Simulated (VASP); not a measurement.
# Sc2SnS (P-6m2) in VASP: further runs

The runs below take Sc2SnS through single point, with PBE.

Everything below comes from runs of VASP 6.6.1. Logs are shortened: lines on timing, memory, paths and dates and some standing lists are left out, and cuts for length are marked.

### Step 1. The cell of the first run

Symmetry: P-6m2, No. 187, hexagonal system. The conventional cell has a = 3.549 Å, b = 3.549 Å, c = 7.711 Å, α = 90.00°, β = 90.00°, γ = 120.00°. Within 3.4 Å of Sc (site symmetry 3m) lie 3 S at 2.61 Å and 3 Sn at 3.04 Å and 1 Sc at 3.22 Å. Within 4.0 Å of Sn (site symmetry -6m2) lie 6 Sc at 3.04 Å and 6 Sn at 3.55 Å. Within 3.4 Å of S (site symmetry -6m2) lie 6 Sc at 2.61 Å.

The cell was generated, and may not be a known phase.

### Step 2. Single point, PBE

Input file INCAR:

```
SYSTEM = Sc2SnS
PREC     = Accurate       ! precision mode
ENCUT    = 520            ! plane-wave cutoff, eV
EDIFF    = 1E-7           ! SCF threshold, eV
ISMEAR   = 0              ! smearing method
SIGMA    = 0.1            ! smearing width, eV
LREAL    = .False.        ! projectors in reciprocal space
LASPH    = .True.         ! aspherical terms in the spheres
NELM     = 60             ! most SCF steps
ALGO     = Normal         ! electronic algorithm
ISIF     = 2              ! what is computed and relaxed
LWAVE    = .False.        ! write WAVECAR
LCHARG   = .True.         ! write CHGCAR
GGA      = PE             ! functional
LELF     = .True.         ! ELF
LVHAR    = .True.       
NBANDS   = 29             ! bands
```

Input file KPOINTS:

```
regular mesh
0
Gamma
  6 6 2
  0 0 0
```

Input file POSCAR:

```
Sc2SnS
1.0
    3.5485612000      0.0000000000      0.0000000000
   -1.7742806000      3.0731441000      0.0000000000
    0.0000000000      0.0000000000      7.7114670000
Sc Sn S
2 1 1
Direct
    0.6666667000      0.3333333000      0.2910570000
    0.6666667000      0.3333333000      0.7089430000
    0.0000000000      0.0000000000      0.0000000000
    0.3333333000      0.6666667000      0.5000000000
```

Potentials or basis: VASP PAW PBE potentials, release 64 (Sc_sv, Sn_d, S).

Command:

```sh
$ cat potpaw_PBE.64/Sc_sv/POTCAR potpaw_PBE.64/Sn_d/POTCAR potpaw_PBE.64/S/POTCAR > POTCAR
$ mpirun -np 1 vasp_std > vasp.out
```

OUTCAR:

```text
SYSTEM = Sc2SnS
   PREC = Accurate
   ENCUT = 520
   EDIFF = 1E-7
   ISMEAR = 0
   LREAL = .False.
   LASPH = .True.
   NELM = 60
   ISIF = 2
   GGA = PE

 ion  position               nearest neighbor table
   1  0.667  0.333  0.291-   4 2.61   4 2.61   4 2.61   3 3.04   3 3.04   3 3.04   2 3.22
   2  0.667  0.333  0.709-   4 2.61   4 2.61   4 2.61   3 3.04   3 3.04   3 3.04   1 3.22
   3  0.000  0.000  0.000-   1 3.04   2 3.04   1 3.04   2 3.04   1 3.04   2 3.04
   4  0.333  0.667  0.500-   1 2.61   2 2.61   1 2.61   2 2.61   1 2.61   2 2.61

  LATTYP: Found a hexagonal cell.
 ALAT       =     3.5485612000
 C/A-ratio  =     2.1731249837

  Lattice vectors:

 A1 = (   3.5485612000,   0.0000000000,   0.0000000000)
 A2 = (  -1.7742806000,   3.0731441000,   0.0000000000)
 A3 = (   0.0000000000,   0.0000000000,   7.7114670000)

Analysis of symmetry for initial positions (statically):
=====================================================================
 Subroutine PRICEL returns:
 Original cell was already a primitive cell.

 Routine SETGRP: Setting up the symmetry group for a
 hexagonal supercell.

 Subroutine GETGRP returns: Found 12 space group operations
 (whereof 12 operations were pure point group operations)
 out of a pool of 24 trial point group operations.

The static configuration has the point symmetry D_3h.

Analysis of symmetry for dynamics (positions and initial velocities):
=====================================================================
 Subroutine PRICEL returns:
 Original cell was already a primitive cell.

 Routine SETGRP: Setting up the symmetry group for a
 hexagonal supercell.

 Subroutine GETGRP returns: Found 12 space group operations
 (whereof 12 operations were pure point group operations)
 out of a pool of 24 trial point group operations.

The dynamic configuration has the point symmetry D_3h.

 Subroutine INISYM returns: Found 12 space group operations
 (whereof 12 operations are pure point group operations),
 and found     1 'primitive' translations

----------------------------------------------------------------------------------------

                                     Primitive cell

  volume of cell :      84.0954

  direct lattice vectors                    reciprocal lattice vectors
     3.548561200  0.000000000  0.000000000     0.281804355  0.162699823  0.000000000
    -1.774280600  3.073144100  0.000000000     0.000000000  0.325399645  0.000000000
     0.000000000  0.000000000  7.711467000     0.000000000  0.000000000  0.129677012

  length of vectors
     3.548561200  3.548561160  7.711467000     0.325399642  0.325399645  0.129677012

  position of ions in fractional coordinates (direct lattice)
     0.666666700  0.333333300  0.291057000
     0.666666700  0.333333300  0.708943000
     0.000000000  0.000000000  0.000000000
     0.333333300  0.666666700  0.500000000

  ion indices of the primitive-cell ions
   primitive index   ion index
                 1           1
                 2           2
                 3           3
                 4           4

----------------------------------------------------------------------------------------

 KPOINTS: regular mesh

Automatic generation of k-mesh.
 Grid dimensions read from file:
 generate k-points for:    6    6    2

 Generating k-lattice:

  Cartesian coordinates                     Fractional coordinates (reciprocal lattice)
     0.046967392  0.027116637  0.000000000     0.166666667 -0.000000000  0.000000000
     0.000000000  0.054233274  0.000000000     0.000000000  0.166666667  0.000000000
     0.000000000  0.000000000  0.064838506     0.000000000  0.000000000  0.500000000

  Length of vectors
     0.054233274  0.054233274  0.064838506

  Shift w.r.t. Gamma in fractional coordinates (k-lattice)
     0.000000000  0.000000000  0.000000000

 Subroutine IBZKPT returns following result:
 ===========================================

 Found     14 irreducible k-points:

 Following reciprocal coordinates:
            Coordinates               Weight
  0.000000  0.000000  0.000000      1.000000
  0.166667  0.000000  0.000000      6.000000
  0.333333 -0.000000  0.000000      6.000000
  0.500000  0.000000  0.000000      3.000000
  0.166667  0.166667  0.000000      6.000000
  0.333333  0.166667  0.000000     12.000000
  0.333333  0.333333  0.000000      2.000000
  0.000000  0.000000  0.500000      1.000000
  0.166667  0.000000  0.500000      6.000000
  0.333333 -0.000000  0.500000      6.000000
  0.500000  0.000000  0.500000      3.000000
  0.166667  0.166667  0.500000      6.000000
  0.333333  0.166667  0.500000     12.000000
  0.333333  0.333333  0.500000      2.000000
   k-points           NKPTS =     14   k-points in BZ     NKDIM =     14   number of bands    NBANDS=     29
   number of dos      NEDOS =    301   number of ions     NIONS =      4
   total plane-waves  NPLWV =  47040
   dimension x,y,z NGX =    28 NGY =   28 NGZ =   60
   dimension x,y,z NGXF=    56 NGYF=   56 NGZF=  120
   ions per type =               2   1   1
   NGX,Y,Z   is equivalent  to a cutoff of  13.12, 13.12, 12.93 a.u.
   NGXF,Y,Z  is equivalent  to a cutoff of  26.24, 26.24, 25.87 a.u.
 SYSTEM =  Sc2SnS
   PREC   = accura    normal or accurate (medium, high low for compatibility)
   ISTART =      0    job   : 0-new  1-cont  2-samecut
   ICHARG =      2    charge: 1-file 2-atom 10-const
   ISPIN  =      1    spin polarized calculation?
   LNONCOLLINEAR =      F non collinear calculations
   LSORBIT =      F    spin-orbit coupling
   LASPH  =      T    aspherical Exc in radial PAW
   ENCUT  =  520.0 eV  38.22 Ry    6.18 a.u.   6.60  6.60 14.34*2*pi/ulx,y,z
   NELM   =     60;   NELMIN=  2; NELMDL= -5     # of ELM steps
   EDIFF  = 0.1E-06   stopping-criterion for ELM
   LREAL  =      F    real-space projection
   EDIFFG = 0.1E-05   stopping-criterion for IOM
   NSW    =      0    number of steps for IOM
   IBRION =     -1    ionic relax: 0-MD 1-quasi-New 2-CG
   NFREE  =      0    steps in history (QN), initial steepest desc. (CG)
   ISIF   =      2    stress and relaxation
   ISYM   =      2    0-nonsym 1-usesym 2-fastsym
   POTIM  = 0.5000    time-step for ionic-motion
   TEBEG  =    0.0;   TEEND  =   0.0 temperature during run
   PSTRESS=    0.0 pullay stress
   NELECT =      42.0000    total number of electrons
   NUPDOWN=      -1.0000    fix difference up-down
   EMIN   =  10.00;   EMAX   =-10.00  energy-range for DOS
   EFERMI =   0.00;   METHOD = LEGACY
   ISMEAR =     0;   SIGMA  =   0.10  broadening in eV -4-tet -1-fermi 0-gaus
   EFERMI_NEDOS =   21; number of points for ismear=-14 and -15
   IALGO  =     38    algorithm
   IMIX   =      4    mixing-type and parameters
     AMIX     =   0.40;   BMIX     =  1.00
     AMIX_MAG =   1.60;   BMIX_MAG =  1.00
  volume/ion in A,a.u.               =      21.02       141.88
  Fermi-wavevector in a.u.,A,eV,Ry     =   1.298874  2.454517 22.954048  1.687075
  Thomas-Fermi vector in A             =   2.430175
   LORBIT       =      0    0 simple, 1 ext, 2 COOP (PROOUT), +10 PAW based schemes
   GGA     = PE    functional components
   LHFCALC =     F    Hartree Fock is set to
   AEXX    =    0.0000 exact exchange contribution
   IVDW    =     0    specifies the selected vdW correction
   LEPSILON=     F    determine dielectric tensor
   LRPA    =     F    only Hartree local field effects (RPA)
 non-spin polarized calculation
 Gauss-broadening in eV      SIGMA  =   0.10
  energy-cutoff  :      520.00
  volume of cell :       84.10
 maximum number of plane-waves:      2309
 NGX is ok and might be reduce to    28
   NGX = 13   NGY = 13   NGZ = 29

 number of electron      41.9999998 magnetization

 Free energy of the ion-electron system (eV)
  ---------------------------------------------------
  ext. energy  EPLUGINS =         0.00000000
  ---------------------------------------------------
  free energy    TOTEN  =       -25.23637801 eV

  energy without entropy =      -25.22354647  energy(sigma->0) =      -25.22996224

 E-fermi :   6.8709     XC(G=0): -10.5302

 val. band max:        6.8605054164   @ k =   0.5000   0.0000   0.5000
 cond. band min:       6.9006441149   @ k =   0.3333   0.3333   0.5000
 fundamental gap:      0.0401386985
 Fermi energy:         6.8709005709

 k-point     1 :       0.0000    0.0000    0.0000
  band No.  band energies     occupation
      1     -42.9924      2.00000
      2     -42.9787      2.00000
      3     -21.7142      2.00000
      4     -21.6067      2.00000
      5     -21.6067      2.00000
      6     -21.5912      2.00000
[... 21 lines left out ...]
     28       9.2982      0.00000
     29       9.2982      0.00000

 k-point     2 :       0.1667    0.0000    0.0000
  band No.  band energies     occupation
      1     -42.9885      2.00000
      2     -42.9750      2.00000
      3     -21.7051      2.00000
      4     -21.6467      2.00000
      5     -21.6284      2.00000
      6     -21.6158      2.00000
[... 21 lines left out ...]
     28       9.6547      0.00000
     29       9.6563      0.00000

 k-point     3 :       0.3333   -0.0000    0.0000
  band No.  band energies     occupation
      1     -42.9809      2.00000
      2     -42.9678      2.00000
      3     -21.7328      2.00000
      4     -21.7020      2.00000
      5     -21.6797      2.00000
      6     -21.6341      2.00000
[... 21 lines left out ...]
     28       9.6743      0.00000
     29       9.8259      0.00000

 k-point     4 :       0.5000    0.0000    0.0000
  band No.  band energies     occupation
      1     -42.9770      2.00000
      2     -42.9641      2.00000
      3     -21.7714      2.00000
      4     -21.7384      2.00000
      5     -21.6707      2.00000
      6     -21.6432      2.00000
[... 277 lines left out ...]
     28      10.0038      0.00000
     29      10.0518      0.00000

 k-point    13 :       0.3333    0.1667    0.5000
  band No.  band energies     occupation
      1     -42.9769      2.00000
      2     -42.9642      2.00000
      3     -21.7496      2.00000
      4     -21.7207      2.00000
      5     -21.6687      2.00000
      6     -21.6637      2.00000
[... 21 lines left out ...]
     28       9.9107      0.00000
     29      10.1099      0.00000

 k-point    14 :       0.3333    0.3333    0.5000
  band No.  band energies     occupation
      1     -42.9750      2.00000
      2     -42.9624      2.00000
      3     -21.7289      2.00000
      4     -21.7102      2.00000
      5     -21.6978      2.00000
      6     -21.6909      2.00000
[... 21 lines left out ...]
     28       9.6553      0.00000
     29       9.7077      0.00000

------------------------ aborting loop because EDIFF is reached ----------------------------------------

  FORCE on cell =-STRESS in cart. coord.  units (eV):
  Direction    XX          YY          ZZ          XY          YZ          ZX
  --------------------------------------------------------------------------------------
  -------------------------------------------------------------------------------------
  Total        0.0092334      0.0092334      0.0784267      0.0000000     -0.0000000      0.0000000
  in kB        0.1759135      0.1759135      1.4941779      0.0000000     -0.0000000      0.0000000
  external PRESSURE =       0.6153350 kB  Pullay stress =       0.0000000 kB

 VOLUME and BASIS-vectors are now :
 -----------------------------------------------------------------------------
  energy-cutoff  :      520.00
  volume of cell :       84.10
      direct lattice vectors                 reciprocal lattice vectors
     3.548561200  0.000000000  0.000000000     0.281804355  0.162699823  0.000000000
    -1.774280600  3.073144100  0.000000000     0.000000000  0.325399645  0.000000000
     0.000000000  0.000000000  7.711467000     0.000000000  0.000000000  0.129677012

 POSITION                                       TOTAL-FORCE (eV/Angst)
 -----------------------------------------------------------------------------------
      1.77428      1.02438      2.24448        -0.000000      0.000000     -0.014443
      1.77428      1.02438      5.46699        -0.000000      0.000000      0.014443
      0.00000      0.00000      0.00000         0.000000     -0.000000      0.000000
     -0.00000      2.04876      3.85573        -0.000000     -0.000000      0.000000
 -----------------------------------------------------------------------------------
    total drift:                               -0.000313      0.000181      0.000000

  FREE ENERGIE OF THE ION-ELECTRON SYSTEM (eV)
  ---------------------------------------------------
  free  energy   TOTEN  =       -25.2363780079 eV

  energy  without entropy=      -25.2235464741  energy(sigma->0) =      -25.22996224
```

It took 42 s on 1 thread of Intel Xeon Platinum 8488C (Sapphire Rapids), shared host; peak memory 0.21 GiB.

Results:

* Free energy: -25.2364 eV
* Pressure: 0.1 GPa
* Largest force: 0.014 eV/Å
* Band gap on the k mesh: zero (bands 21 and 22 overlap by 1.03 eV)

Forces on the atoms (eV/Å):
```
Sc   0.000  0.000 -0.014
Sc   0.000  0.000  0.014
Sn   0.000  0.000  0.000
S    0.000  0.000  0.000
```

Caveat: the k points lie up to 0.41 Å⁻¹ apart, too coarse for converged energies and pressures of a metal; spin-orbit coupling is left out, which moves the levels of the heavy elements.

### Step 3. Single point, PBE, collinear spin

Input file INCAR:

```
SYSTEM = Sc2SnS
PREC = Accurate ; ENCUT = 520
EDIFF = 1E-6 ; ISMEAR = 0
SIGMA = 0.1 ; LREAL = .FALSE.
LASPH = .TRUE. ; NELM = 150
ALGO = Normal ; ISIF = 2
LWAVE = .FALSE. ; LCHARG = .FALSE.
ISPIN = 2 ; MAGMOM = 1 1 0 0
LORBIT = 11 ; LMAXMIX = 4
GGA = PE ; NBANDS = 33
```

Input file KPOINTS:

```
regular mesh
0
G
  6 6 2
  0 0 0
```

POSCAR is that of step 2.

Potentials or basis: VASP PAW PBE potentials, release 64 (Sc_sv, Sn_d, S).

Command:

```sh
$ cat potpaw_PBE.64/Sc_sv/POTCAR potpaw_PBE.64/Sn_d/POTCAR potpaw_PBE.64/S/POTCAR > POTCAR
$ mpirun -np 1 vasp_std > vasp.out
```

It took 89 s on 1 thread of Intel Xeon Platinum 8488C (Sapphire Rapids), shared host; peak memory 0.27 GiB.

It converged, with:

| Quantity | Value |
| --- | --- |
| Free energy | -25.2364 eV |
| Pressure | 0.1 GPa |
| Largest force | 0.015 eV/Å |
| Band gap on the k mesh | zero (filled and empty bands overlap) |
| Net moment | 0.00 μB per cell |
| Valence electrons inside the program's atomic spheres | Sc 9.44; Sn 12.33; S 3.78 |

Forces on the atoms (eV/Å):
```
Sc   0.000  0.000 -0.015
Sc   0.000  0.000  0.015
Sn   0.000  0.000  0.000
S    0.000  0.000  0.000
```

Stress tensor (GPa, compression positive):
```
0.02 0.00 0.00
0.00 0.02 0.00
0.00 0.00 0.15
```

Levels at points of the mesh, in eV from the Fermi level:
Spin up:
```csv
k point,band 19,band 20,band 21,band 22,band 23,band 24
"(0.00, 0.00, 0.00)",-2.05,-1.13,0.80,0.80,1.04,1.04
"(0.50, 0.00, 0.00)",-3.75,-1.93,-0.80,-0.09,1.13,1.75
"(0.00, 0.00, 0.50)",-3.37,-0.14,0.58,0.58,1.08,1.08
"(0.50, 0.00, 0.50)",-3.71,-1.82,-0.68,-0.01,0.69,1.52
```
Spin down:
```
           k point  band 17  band 18  band 19  band 20  band 21  band 22  band 23  band 24  band 25  band 26
(0.00, 0.00, 0.00)    -3.38    -3.38    -2.05    -1.13     0.80     0.80     1.05     1.05     2.06     2.24
(0.50, 0.00, 0.00)    -4.98    -3.99    -3.75    -1.92    -0.80    -0.09     1.13     1.75     2.35     2.70
(0.00, 0.00, 0.50)    -3.65    -3.37    -3.37    -0.14     0.58     0.58     1.08     1.08     1.56     2.07
(0.50, 0.00, 0.50)    -5.07    -3.98    -3.70    -1.82    -0.67    -0.01     0.69     1.52     2.59     2.73
```

Caveat: the k points lie up to 0.41 Å⁻¹ apart, too coarse for converged energies and pressures of a metal; spin-orbit coupling is left out, which moves the levels of the heavy elements.

[end of part 1 of 2]

The gap in the log of VASP goes by the Fermi energy; the results here count the filled bands.